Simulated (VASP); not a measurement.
# Re (P6_3/mmc) in VASP: single point with PBE

Aim: the single point of Re with PBE.

Program: VASP 6.6.1. These are calculated values, not measurements. Logs are shortened: lines on timing, memory, paths and dates and some standing lists are left out, and cuts for length are marked.

### 1 The cell of the first run

The structure is hexagonal, space group P6_3/mmc (No. 194). Conventional cell: a = 2.774 Å, b = 2.774 Å, c = 4.487 Å, α = 90.00°, β = 90.00°, γ = 120.00°. Re (site symmetry -6m2) has 12 Re at 2.76 to 2.77 Å within 3.6 Å.

### 2 Single point, PBE

INCAR reads:

```
  ALGO = Normal
  EDIFF = 1E-7
  ENCUT = 520
  GGA = PE
  ISIF = 2
  ISMEAR = 0
  LASPH = True
  LCHARG = True
  LELF = True
  LREAL = False
  LVHAR = True
  LWAVE = False
  NBANDS = 14
  NELM = 100
  PREC = Accurate
  SIGMA = 0.05
```

KPOINTS reads:

```
k-points
0
Gamma
  12 12 8
```

POSCAR reads:

```
Re
1.0
    2.7738321351      0.0000000000      0.0000000000
   -1.3869160676      2.4022090948      0.0000000000
    0.0000000000      0.0000000000      4.4871405626
Re
2
Direct
    0.3333333333      0.6666666667      0.2500000000
    0.6666666667      0.3333333333      0.7500000000
```

Potentials or basis: VASP PAW PBE potentials, release 64 (Re).

On the command line:

```console
cat potpaw_PBE.64/Re/POTCAR > POTCAR
mpirun -np 1 vasp_std > vasp.out
```

OUTCAR:

```text
EDIFF = 1E-7
   ENCUT = 520
   GGA = PE
   ISIF = 2
   ISMEAR = 0
   LASPH = True
   LREAL = False
   NELM = 100
   PREC = Accurate

 ion  position               nearest neighbor table
   1  0.333  0.667  0.250-   2 2.76   2 2.76   2 2.76   2 2.76   2 2.76   2 2.76
   2  0.667  0.333  0.750-   1 2.76   1 2.76   1 2.76   1 2.76   1 2.76   1 2.76

  LATTYP: Found a hexagonal cell.
 ALAT       =     2.7738321351
 C/A-ratio  =     1.6176683895

  Lattice vectors:

 A1 = (   2.7738321351,   0.0000000000,   0.0000000000)
 A2 = (  -1.3869160676,   2.4022090948,   0.0000000000)
 A3 = (   0.0000000000,   0.0000000000,   4.4871405626)

Analysis of symmetry for initial positions (statically):
=====================================================================
 Subroutine PRICEL returns:
 Original cell was already a primitive cell.

 Routine SETGRP: Setting up the symmetry group for a
 hexagonal supercell.

 Subroutine GETGRP returns: Found 24 space group operations
 (whereof 12 operations were pure point group operations)
 out of a pool of 24 trial point group operations.

The static configuration has the point symmetry D_3d.
 The point group associated with its full space group is D_6h.

Analysis of symmetry for dynamics (positions and initial velocities):
=====================================================================
 Subroutine PRICEL returns:
 Original cell was already a primitive cell.

 Routine SETGRP: Setting up the symmetry group for a
 hexagonal supercell.

 Subroutine GETGRP returns: Found 24 space group operations
 (whereof 12 operations were pure point group operations)
 out of a pool of 24 trial point group operations.

The dynamic configuration has the point symmetry D_3d.
 The point group associated with its full space group is D_6h.

 Subroutine INISYM returns: Found 24 space group operations
 (whereof 12 operations are pure point group operations),
 and found     1 'primitive' translations

----------------------------------------------------------------------------------------

                                     Primitive cell

  volume of cell :      29.8993

  direct lattice vectors                    reciprocal lattice vectors
     2.773832135  0.000000000  0.000000000     0.360512083  0.208141748  0.000000000
    -1.386916068  2.402209095  0.000000000     0.000000000  0.416283496  0.000000000
[... 89 lines left out ...]
   IBRION =     -1    ionic relax: 0-MD 1-quasi-New 2-CG
   NFREE  =      0    steps in history (QN), initial steepest desc. (CG)
   ISIF   =      2    stress and relaxation
   ISYM   =      2    0-nonsym 1-usesym 2-fastsym
   POTIM  = 0.5000    time-step for ionic-motion
   TEBEG  =    0.0;   TEEND  =   0.0 temperature during run
   PSTRESS=    0.0 pullay stress
   NELECT =      14.0000    total number of electrons
   NUPDOWN=      -1.0000    fix difference up-down
   EMIN   =  10.00;   EMAX   =-10.00  energy-range for DOS
   EFERMI =   0.00;   METHOD = LEGACY
   ISMEAR =     0;   SIGMA  =   0.05  broadening in eV -4-tet -1-fermi 0-gaus
   EFERMI_NEDOS =   21; number of points for ismear=-14 and -15
   IALGO  =     38    algorithm
   IMIX   =      4    mixing-type and parameters
     AMIX     =   0.40;   BMIX     =  1.00
     AMIX_MAG =   1.60;   BMIX_MAG =  1.00
  volume/ion in A,a.u.               =      14.95       100.89
  Fermi-wavevector in a.u.,A,eV,Ry     =   1.271249  2.402312 21.988022  1.616074
  Thomas-Fermi vector in A             =   2.404192
   LORBIT       =      0    0 simple, 1 ext, 2 COOP (PROOUT), +10 PAW based schemes
   GGA     = PE    functional components
   LHFCALC =     F    Hartree Fock is set to
   AEXX    =    0.0000 exact exchange contribution
   IVDW    =     0    specifies the selected vdW correction
   LEPSILON=     F    determine dielectric tensor
   LRPA    =     F    only Hartree local field effects (RPA)
 non-spin polarized calculation
 Gauss-broadening in eV      SIGMA  =   0.05
  energy-cutoff  :      520.00
  volume of cell :       29.90
 maximum number of plane-waves:       817
 NGX is ok and might be reduce to    24
   NGX = 11   NGY = 11   NGZ = 17

 number of electron      14.0000000 magnetization

 Free energy of the ion-electron system (eV)
  ---------------------------------------------------
  ext. energy  EPLUGINS =         0.00000000
  ---------------------------------------------------
  free energy    TOTEN  =       -24.85894327 eV

  energy without entropy =      -24.85748467  energy(sigma->0) =      -24.85821397

 E-fermi :   7.6589     XC(G=0): -13.6430

 val. band max:        7.6495563657   @ k =   0.3333   0.3333   0.0000
 cond. band min:       7.6830348803   @ k =   0.0833  -0.0000   0.0000
 fundamental gap:      0.0334785146
 Fermi energy:         7.6589403703

 k-point     1 :       0.0000    0.0000    0.0000
  band No.  band energies     occupation
      1      -2.0665      2.00000
      2       1.1810      2.00000
      3       6.1304      2.00000
      4       6.1554      2.00000
      5       6.1554      2.00000
      6       6.9655      2.00000
      7       6.9655      2.00000
      8       7.8916      0.00000
      9       7.8916      0.00000
     10       8.2565      0.00000
     11      10.9808      0.00000
     12      10.9808      0.00000
     13      17.4760      0.00000
     14      21.8257      0.00000
[... 377 lines left out ...]
      1       1.1337      2.00000
      2       2.4447      2.00000
      3       3.4808      2.00000
      4       4.8093      2.00000
      5       6.1695      2.00000
      6       6.3335      2.00000
      7       6.9566      2.00000
      8       9.7302      0.00000
      9       9.7751      0.00000
     10      10.0965      0.00000
     11      11.7088      0.00000
     12      15.7129      0.00000
     13      18.1524      0.00000
     14      20.6474      0.00000

 [... further k-points ...]
[... 5 lines left out ...]
  --------------------------------------------------------------------------------------
  -------------------------------------------------------------------------------------
  Total       -0.0995840     -0.0995840     -0.1272737      0.0000000     -0.0000000      0.0000000
  in kB       -5.3362891     -5.3362891     -6.8200688      0.0000000     -0.0000000      0.0000000
  external PRESSURE =      -5.8308823 kB  Pullay stress =       0.0000000 kB

 VOLUME and BASIS-vectors are now :
 -----------------------------------------------------------------------------
  energy-cutoff  :      520.00
  volume of cell :       29.90
      direct lattice vectors                 reciprocal lattice vectors
     2.773832135  0.000000000  0.000000000     0.360512083  0.208141748  0.000000000
    -1.386916068  2.402209095  0.000000000     0.000000000  0.416283496  0.000000000
     0.000000000  0.000000000  4.487140563     0.000000000  0.000000000  0.222859076

 POSITION                                       TOTAL-FORCE (eV/Angst)
 -----------------------------------------------------------------------------------
     -0.00000      1.60147      1.12179         0.000000     -0.000000      0.000000
      1.38692      0.80074      3.36536        -0.000000      0.000000      0.000000
 -----------------------------------------------------------------------------------
    total drift:                               -0.000000      0.000000     -0.000000

  FREE ENERGIE OF THE ION-ELECTRON SYSTEM (eV)
  ---------------------------------------------------
  free  energy   TOTEN  =       -24.8589432697 eV

  energy  without entropy=      -24.8574846723  energy(sigma->0) =      -24.85821397
```

OSZICAR:

```text
N       E                     dE             d eps       ncg     rms          rms(c)
DAV:   1     0.201778989132E+02    0.20178E+02   -0.67796E+03  5320   0.122E+03
DAV:   2    -0.252350251719E+02   -0.45413E+02   -0.39961E+02  4332   0.279E+02
DAV:   3    -0.262693164368E+02   -0.10343E+01   -0.10121E+01  4204   0.433E+01
DAV:   4    -0.262792535319E+02   -0.99371E-02   -0.99308E-02  4074   0.304E+00
DAV:   5    -0.262794491364E+02   -0.19560E-03   -0.19557E-03  4166   0.684E-01    0.415E+01
DAV:   6    -0.252152657373E+02    0.10642E+01   -0.84765E-01  4602   0.259E+01    0.165E+01
DAV:   7    -0.248743753576E+02    0.34089E+00   -0.52442E-01  4618   0.199E+01    0.610E-01
DAV:   8    -0.248590239772E+02    0.15351E-01   -0.12720E-02  5060   0.184E+00    0.396E-01
DAV:   9    -0.248589222333E+02    0.10174E-03   -0.20072E-04  4514   0.217E-01    0.496E-02
DAV:  10    -0.248589437285E+02   -0.21495E-04   -0.38955E-05  4226   0.450E-02    0.861E-03
DAV:  11    -0.248589444245E+02   -0.69600E-06   -0.56094E-07  3690   0.206E-02    0.186E-03
DAV:  12    -0.248589433585E+02    0.10660E-05   -0.28257E-07  2998   0.955E-03    0.848E-04
DAV:  13    -0.248589432697E+02    0.88816E-07   -0.29308E-08  2026   0.369E-03
   1 F= -.24858943E+02 E0= -.24858214E+02  d E =-.145860E-02
```

stdout:

```text
POSCAR found type information on POSCAR Re
 POSCAR found :  1 types and       2 ions
 scaLAPACK will be used
 LDA part: xc-table for (Slater+PW92), standard interpolation
 POSCAR, INCAR and KPOINTS ok, starting setup
 FFT: planning ... GRIDC
 FFT: planning ... GRID_SOFT
 FFT: planning ... GRID
 WAVECAR not read
 entering main loop
```

Run time: 18 s. Hardware: 1 thread of Intel Xeon 6975P-C (Granite Rapids), shared host; peak memory 0.17 GiB.

Results:

| Property | Result |
| --- | --- |
| Free energy | -24.8589 eV |
| Pressure | -0.6 GPa |
| Band gap on the k mesh | zero (bands 7 and 8 overlap by 3.19 eV) |

Caveat: spin-orbit coupling is left out, which moves the levels of the heavy elements.
